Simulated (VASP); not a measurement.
**InSb3: relaxation of volume and atoms at fixed shape with PBE**

The system is InSb3.

```
In Sb
1.0
     5.36631    0.00000    0.00000
     2.68316    4.64736    0.00000
     2.68316    1.54912    4.38157
In Sb
1 3
Direct
  0.00000 0.00000 0.00000
  0.25000 0.25000 0.25000
  0.75000 0.75000 0.75000
  0.50000 0.50000 0.50000
```

```json
{
  "Program": "VASP 6.6.1",
  "Task": "relaxation of volume and atoms at fixed shape",
  "Functional": "PBE",
  "Potentials or basis": "VASP PAW PBE potentials, release 64 (In_d, Sb)",
  "Cutoff": "500 eV",
  "k mesh": "5 × 5 × 5",
  "Occupations": "gaussian, width 0.01 eV",
  "Spin": "no spin polarisation",
  "Dipole correction": "no",
  "Further INCAR settings": "ALGO = Normal; EDIFF = 1e-07; IBRION = 2; EDIFFG = -0.01; NSW = 80; ISIF = 8"
}
```

```
Relaxed volume                         : 27.09 Å³/atom
Relaxed cell                           : a = 5.351 Å, b = 5.351 Å, c = 5.351 Å, α = 60.00°, β = 60.00°, γ = 60.00°
Space group after relaxing (to 0.05 Å) : Fm-3m (No. 225)
Energy gained by relaxing              : 0.3 meV/atom
Ionic steps                            : 3
Pressure after relaxing                : 0.0 GPa
```

Step by step:
```tsv
step	energy change (eV)	largest force (eV/Å)	pressure (GPa)	volume (Å³)
1	0.0000	0.0000	-0.47	109.27
2	-0.0012	0.0000	0.17	108.01
3	-0.0014	0.0000	0.00	108.34
```

Final structure:
```xyz
4
Lattice="5.3510 0.0000 0.0000 2.6755 4.6341 0.0000 2.6755 1.5447 4.3691" Properties=species:S:1:pos:R:3 pbc="T T T"
In    0.0000    0.0000    0.0000
Sb    2.6755    1.5447    1.0923
Sb    8.0265    4.6341    3.2768
Sb    5.3510    3.0894    2.1845
```

Levels at points of the mesh, in eV from the Fermi level:
```
           k point  band 11  band 12  band 13  band 14  band 15  band 16  band 17  band 18
(0.00, 0.00, 0.00)    -2.21    -2.11    -2.11    -2.11    -1.94    -0.38    -0.38    -0.38
```

It took 34 s on 1 thread of Intel(R) Xeon(R) 6975P-C (Granite Rapids) (shared host), peak memory 0.24 GiB.

Caveat: the bands computed are all filled at some k points, so no gap is given; spin-orbit coupling is left out, which moves the levels of the heavy elements.
